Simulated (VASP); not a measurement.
Here is a VASP 6.6.1 calculation.

The input INCAR:

```
SYSTEM = LiCl
  PREC = Accurate
  ENCUT = 750
  EDIFF = 1E-6
  ISMEAR = 0
  SIGMA = 0.02
  LREAL = .FALSE.
  LASPH = .TRUE.
  NELM = 120
  ALGO = Normal
  ISIF = 2
  LWAVE = .FALSE.
  LCHARG = .FALSE.
  GGA = PS
  NBANDS = 12
  GGA_COMPAT = .FALSE.
```

The input KPOINTS:

```
regular mesh
0
G
  8 8 8
  0 0 0
```

POSCAR

```
LiCl
1.0
    3.3142441373      0.0000000000      0.0000000000
    0.0000000000      3.3142441373      0.0000000000
    0.0000000000      0.0000000000      3.3142441373
Li Cl
1 1
Direct
    0.0000000000      0.0000000000      0.0000000000
    0.5000000000      0.5000000000      0.5000000000
```

Potentials or basis: VASP PAW PBE potentials, release 64 (Li_sv, Cl).

Launch:

```sh
$ cat potpaw_PBE.64/Li_sv/POTCAR potpaw_PBE.64/Cl/POTCAR > POTCAR
$ mpirun -np 1 vasp_std > vasp.out
```

Question: Estimate the pressure.

Answer: -2.3 GPa.

Question: What does it give for the band gap on the k mesh?

Answer: 4.12 eV, indirect (least direct gap 4.90 eV).

Caveat: the cell differs from its parent crystal (Na replaced by Li, lengths x 0.915, strained); the PAW data sets were made with another functional, which shifts forces and pressure a little. A k mesh can miss the band edges.
